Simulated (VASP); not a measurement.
# Ga3Se (P4/mmm) in VASP: single point with PBE+D3(BJ)

Aim: the single point of Ga3Se with PBE+D3(BJ).

Everything below comes from runs of VASP 6.6.1. Logs are shortened: lines on timing, memory, paths and dates and some standing lists are left out, and cuts for length are marked.

## 1. The cell of the first run

The structure is tetragonal, space group P4/mmm (No. 123). Conventional cell: a = 4.324 Å, b = 4.324 Å, c = 3.891 Å, α = 90.00°, β = 90.00°, γ = 90.00°. Ga (site symmetry mmm) has 8 Ga at 2.91 to 3.06 Å and 4 Se at 2.91 Å within 3.8 Å. Ga (site symmetry 4/mmm) has 8 Ga at 2.91 Å and 4 Se at 3.06 Å within 3.8 Å. Within 3.8 Å of Se (site symmetry 4/mmm) lie 12 Ga at 2.91 to 3.06 Å.

## 2. Single point, PBE+D3(BJ) (strain -0.1000 x Voigt [0, 1, 0, 0, 0, 0])

INCAR reads:

```
SYSTEM = Ga3Se
PREC = Accurate ; ENCUT = 520
EDIFF = 1E-7 ; ISMEAR = 0
SIGMA = 0.15 ; LREAL = .FALSE.
LASPH = .TRUE. ; NELM = 60
ALGO = Normal ; ISIF = 2
LWAVE = .FALSE. ; LCHARG = .FALSE.
GGA = PE ; IVDW = 12
NBANDS = 30
```

KPOINTS reads:

```
Automatic mesh
0
G
  12 12 12
  0 0 0
```

POSCAR reads:

```
Ga3Se
1.0
    4.3236103161      0.0000000000      0.0000000000
    0.0000000000      3.8912492845      0.0000000000
    0.0000000000      0.0000000000      4.3236103161
Ga Se
3 1
Direct
    0.0000000000      0.5000000000      0.5000000000
    0.5000000000      0.0000000000      0.5000000000
    0.5000000000      0.5000000000      0.0000000000
    0.0000000000      0.0000000000      0.0000000000
```

Potentials or basis: VASP PAW PBE potentials, release 64 (Ga_d, Se).

Command:

```bash
> cat potpaw_PBE.64/Ga_d/POTCAR potpaw_PBE.64/Se/POTCAR > POTCAR
> mpirun -np 1 vasp_std > vasp.out
```

OUTCAR:

```text
SYSTEM = Ga3Se
   PREC = Accurate
   ENCUT = 520
   EDIFF = 1E-7
   ISMEAR = 0
   LREAL = .FALSE.
   LASPH = .TRUE.
   NELM = 60
   ISIF = 2
   GGA = PE
   IVDW = 12
 IVDW          = 12

 ion  position               nearest neighbor table
   1  0.000  0.500  0.500-   2 2.91   2 2.91   2 2.91   2 2.91
   2  0.500  0.000  0.500-   1 2.91   3 2.91   3 2.91   1 2.91   3 2.91   3 2.91   1 2.91   1 2.91

   3  0.500  0.500  0.000-   2 2.91   2 2.91   2 2.91   2 2.91
   4  0.000  0.000  0.000-

  LATTYP: Found a simple tetragonal cell.
 ALAT       =     4.3236103161
 C/A-ratio  =     0.9000000000

  Lattice vectors:

 A1 = (  -4.3236103161,   0.0000000000,   0.0000000000)
 A2 = (   0.0000000000,   0.0000000000,   4.3236103161)
 A3 = (   0.0000000000,   3.8912492845,   0.0000000000)

Analysis of symmetry for initial positions (statically):
=====================================================================
 Subroutine PRICEL returns:
 Original cell was already a primitive cell.

 Routine SETGRP: Setting up the symmetry group for a
 simple tetragonal supercell.

 Subroutine GETGRP returns: Found 16 space group operations
 (whereof 16 operations were pure point group operations)
 out of a pool of 16 trial point group operations.

The static configuration has the point symmetry D_4h.

Analysis of symmetry for dynamics (positions and initial velocities):
=====================================================================
 Subroutine PRICEL returns:
 Original cell was already a primitive cell.

 Routine SETGRP: Setting up the symmetry group for a
 simple tetragonal supercell.

 Subroutine GETGRP returns: Found 16 space group operations
 (whereof 16 operations were pure point group operations)
 out of a pool of 16 trial point group operations.

The dynamic configuration has the point symmetry D_4h.

 Subroutine INISYM returns: Found 16 space group operations
 (whereof 16 operations are pure point group operations),
 and found     1 'primitive' translations

----------------------------------------------------------------------------------------

                                     Primitive cell

  volume of cell :      72.7415

  direct lattice vectors                    reciprocal lattice vectors
     4.323610316  0.000000000  0.000000000     0.231288189  0.000000000  0.000000000
     0.000000000  3.891249285  0.000000000     0.000000000  0.256986877  0.000000000
     0.000000000  0.000000000  4.323610316     0.000000000  0.000000000  0.231288189

  length of vectors
     4.323610316  3.891249285  4.323610316     0.231288189  0.256986877  0.231288189

  position of ions in fractional coordinates (direct lattice)
     0.000000000  0.500000000  0.500000000
     0.500000000  0.000000000  0.500000000
     0.500000000  0.500000000  0.000000000
     0.000000000  0.000000000  0.000000000

  ion indices of the primitive-cell ions
   primitive index   ion index
                 1           1
                 2           2
                 3           3
                 4           4

----------------------------------------------------------------------------------------

 KPOINTS: Automatic mesh

Automatic generation of k-mesh.
 Grid dimensions read from file:
 generate k-points for:   12   12   12

 Generating k-lattice:

  Cartesian coordinates                     Fractional coordinates (reciprocal lattice)
     0.019274016  0.000000000  0.000000000     0.083333333  0.000000000  0.000000000
     0.000000000  0.021415573  0.000000000     0.000000000  0.083333333  0.000000000
     0.000000000  0.000000000  0.019274016     0.000000000  0.000000000  0.083333333

  Length of vectors
     0.019274016  0.021415573  0.019274016

  Shift w.r.t. Gamma in fractional coordinates (k-lattice)
     0.000000000  0.000000000  0.000000000

 Subroutine IBZKPT returns following result:
 ===========================================

 Found    196 irreducible k-points:

 Following reciprocal coordinates:
            Coordinates               Weight
  0.000000  0.000000  0.000000      1.000000
  0.083333  0.000000  0.000000      4.000000
  0.166667  0.000000  0.000000      4.000000
  0.250000  0.000000  0.000000      4.000000
  0.333333  0.000000  0.000000      4.000000
  0.416667  0.000000  0.000000      4.000000
[... 16 lines left out ...]
  0.083333  0.250000  0.000000      8.000000
  0.166667  0.250000  0.000000      8.000000
 [... further k-points ...]
   k-points           NKPTS =    196   k-points in BZ     NKDIM =    196   number of bands    NBANDS=     30
   number of dos      NEDOS =    301   number of ions     NIONS =      4
   total plane-waves  NPLWV =  30720
   dimension x,y,z NGX =    32 NGY =   30 NGZ =   32
   dimension x,y,z NGXF=    64 NGYF=   60 NGZF=   64
   ions per type =               3   1
   NGX,Y,Z   is equivalent  to a cutoff of  12.30, 12.82, 12.30 a.u.
   NGXF,Y,Z  is equivalent  to a cutoff of  24.61, 25.63, 24.61 a.u.
 SYSTEM =  Ga3Se
   PREC   = accura    normal or accurate (medium, high low for compatibility)
   ISTART =      0    job   : 0-new  1-cont  2-samecut
   ICHARG =      2    charge: 1-file 2-atom 10-const
   ISPIN  =      1    spin polarized calculation?
   LNONCOLLINEAR =      F non collinear calculations
   LSORBIT =      F    spin-orbit coupling
   LASPH  =      T    aspherical Exc in radial PAW
   ENCUT  =  520.0 eV  38.22 Ry    6.18 a.u.   8.04  7.24  8.04*2*pi/ulx,y,z
   NELM   =     60;   NELMIN=  2; NELMDL= -5     # of ELM steps
   EDIFF  = 0.1E-06   stopping-criterion for ELM
   LREAL  =      F    real-space projection
   EDIFFG = 0.1E-05   stopping-criterion for IOM
   NSW    =      0    number of steps for IOM
   IBRION =     -1    ionic relax: 0-MD 1-quasi-New 2-CG
   NFREE  =      0    steps in history (QN), initial steepest desc. (CG)
   ISIF   =      2    stress and relaxation
   ISYM   =      2    0-nonsym 1-usesym 2-fastsym
   POTIM  = 0.5000    time-step for ionic-motion
   TEBEG  =    0.0;   TEEND  =   0.0 temperature during run
   PSTRESS=    0.0 pullay stress
   NELECT =      45.0000    total number of electrons
   NUPDOWN=      -1.0000    fix difference up-down
   EMIN   =  10.00;   EMAX   =-10.00  energy-range for DOS
   EFERMI =   0.00;   METHOD = LEGACY
   ISMEAR =     0;   SIGMA  =   0.15  broadening in eV -4-tet -1-fermi 0-gaus
   EFERMI_NEDOS =   21; number of points for ismear=-14 and -15
   IALGO  =     38    algorithm
   IMIX   =      4    mixing-type and parameters
     AMIX     =   0.40;   BMIX     =  1.00
     AMIX_MAG =   1.60;   BMIX_MAG =  1.00
  volume/ion in A,a.u.               =      18.19       122.72
  Fermi-wavevector in a.u.,A,eV,Ry     =   1.394927  2.636031 26.474524  1.945823
  Thomas-Fermi vector in A             =   2.518429
   LORBIT       =      0    0 simple, 1 ext, 2 COOP (PROOUT), +10 PAW based schemes
   GGA     = PE    functional components
   LHFCALC =     F    Hartree Fock is set to
   AEXX    =    0.0000 exact exchange contribution
   IVDW    =    12    specifies the selected vdW correction
   LEPSILON=     F    determine dielectric tensor
   LRPA    =     F    only Hartree local field effects (RPA)
 non-spin polarized calculation
 Gauss-broadening in eV      SIGMA  =   0.15
  energy-cutoff  :      520.00
  volume of cell :       72.74
 maximum number of plane-waves:      1996
   NGX = 17   NGY = 15   NGZ = 17

 number of electron      45.0000034 magnetization

 Free energy of the ion-electron system (eV)
  ---------------------------------------------------
  ext. energy  EPLUGINS =         0.00000000
  ---------------------------------------------------
  free energy    TOTEN  =       -12.10095434 eV

  energy without entropy =      -12.08661722  energy(sigma->0) =      -12.09378578

 E-fermi :   6.3583     XC(G=0): -11.1490

 val. band max:        6.3172539390   @ k =   0.5000   0.1667   0.0833
 cond. band min:       6.3598780586   @ k =   0.3333   0.1667   0.3333
 fundamental gap:      0.0426241196
 Fermi energy:         6.3582554259

 k-point     1 :       0.0000    0.0000    0.0000
  band No.  band energies     occupation
      1      -8.9517      2.00000
      2      -8.8081      2.00000
      3      -8.8081      2.00000
      4      -8.7724      2.00000
      5      -8.7462      2.00000
      6      -8.7034      2.00000
[... 22 lines left out ...]
     29      12.3763      0.00000
     30      12.9233      0.00000

 k-point     2 :       0.0833    0.0000    0.0000
  band No.  band energies     occupation
      1      -8.9394      2.00000
      2      -8.8071      2.00000
      3      -8.8022      2.00000
      4      -8.7685      2.00000
      5      -8.7442      2.00000
      6      -8.7005      2.00000
[... 22 lines left out ...]
     29      12.7621      0.00000
     30      13.4440      0.00000

 k-point     3 :       0.1667    0.0000    0.0000
  band No.  band energies     occupation
      1      -8.9056      2.00000
      2      -8.8043      2.00000
      3      -8.7849      2.00000
      4      -8.7569      2.00000
      5      -8.7392      2.00000
      6      -8.6916      2.00000
[... 22 lines left out ...]
     29      13.5940      0.00000
     30      14.4755      0.00000

 k-point     4 :       0.2500    0.0000    0.0000
  band No.  band energies     occupation
      1      -8.8572      2.00000
      2      -8.8003      2.00000
      3      -8.7574      2.00000
      4      -8.7388      2.00000
      5      -8.7331      2.00000
      6      -8.6768      2.00000
[... 22 lines left out ...]
     29      14.4723      0.00000
     30      14.6836      0.00000

 k-point     5 :       0.3333    0.0000    0.0000
  band No.  band energies     occupation
      1      -8.8027      2.00000
      2      -8.7962      2.00000
      3      -8.7272      2.00000
      4      -8.7224      2.00000
      5      -8.7166      2.00000
      6      -8.6585      2.00000
[... 22 lines left out ...]
     29      14.0058      0.00000
     30      14.4211      0.00000
[... 526 lines left out ...]
     29      12.3115      0.00000
     30      12.7429      0.00000

 k-point    22 :       0.0000    0.2500    0.0000
  band No.  band energies     occupation
      1      -8.8356      2.00000
      2      -8.7612      2.00000
      3      -8.7612      2.00000
      4      -8.7515      2.00000
      5      -8.7064      2.00000
      6      -8.6876      2.00000
[... 22 lines left out ...]
     29      13.4340      0.00000
     30      13.5274      0.00000

 k-point    23 :       0.0833    0.2500    0.0000
  band No.  band energies     occupation
      1      -8.8309      2.00000
      2      -8.7639      2.00000
      3      -8.7594      2.00000
      4      -8.7441      2.00000
      5      -8.7028      2.00000
      6      -8.6843      2.00000
[... 22 lines left out ...]
     29      13.8409      0.00000
     30      13.8478      0.00000

 k-point    24 :       0.1667    0.2500    0.0000
  band No.  band energies     occupation
      1      -8.8184      2.00000
      2      -8.7650      2.00000
      3      -8.7524      2.00000
      4      -8.7295      2.00000
      5      -8.6962      2.00000
      6      -8.6724      2.00000
[... 22 lines left out ...]
     29      12.8789      0.00000
     30      13.5136      0.00000

 [... further k-points ...]

------------------------ aborting loop because EDIFF is reached ----------------------------------------

 Edisp (eV)   -1.40948

 E8    (eV) :    -0.6342

  FORCE on cell =-STRESS in cart. coord.  units (eV):
  Direction    XX          YY          ZZ          XY          YZ          ZX
  --------------------------------------------------------------------------------------
  -------------------------------------------------------------------------------------
  Total       2.79861     2.59163     2.79861    -0.00000     0.00000     0.00000
  in kB      61.64119    57.08228    61.64119    -0.00000     0.00000     0.00000
  external pressure =       60.12 kB  Pullay stress =        0.00 kB

 VOLUME and BASIS-vectors are now :
 -----------------------------------------------------------------------------
  energy-cutoff  :      520.00
  volume of cell :       72.74
      direct lattice vectors                 reciprocal lattice vectors
     4.323610316  0.000000000  0.000000000     0.231288189  0.000000000  0.000000000
     0.000000000  3.891249285  0.000000000     0.000000000  0.256986877  0.000000000
     0.000000000  0.000000000  4.323610316     0.000000000  0.000000000  0.231288189

 POSITION                                       TOTAL-FORCE (eV/Angst)
 -----------------------------------------------------------------------------------
      0.00000      1.94562      2.16181         0.000000      0.000000      0.000000
      2.16181      0.00000      2.16181         0.000000      0.000000      0.000000
      2.16181      1.94562      0.00000         0.000000      0.000000      0.000000
      0.00000      0.00000      0.00000         0.000000      0.000000      0.000000
 -----------------------------------------------------------------------------------
    total drift:                                0.000000     -0.000000     -0.000000

  FREE ENERGIE OF THE ION-ELECTRON SYSTEM (eV)
  ---------------------------------------------------
  free  energy   TOTEN  =       -13.5104298508 eV

  energy  without entropy=      -13.4960927344  energy(sigma->0) =      -13.50326129
```

It took 4.4 min on 1 thread of Intel Xeon 6975P-C, shared host; peak memory 0.45 GiB.

What came out:

- Free energy: -13.5104 eV
- Pressure: 6.0 GPa
- Dispersion energy per atom: -0.352 eV

Stress tensor (GPa, compression positive):
```
6.16 0.00 0.00
0.00 5.71 0.00
0.00 0.00 6.16
```

Caveat: the cell differs from its parent crystal (strain -0.1000 x Voigt [0, 1, 0, 0, 0, 0]); pairwise dispersion overbinds metals, which lowers pressure and volume.
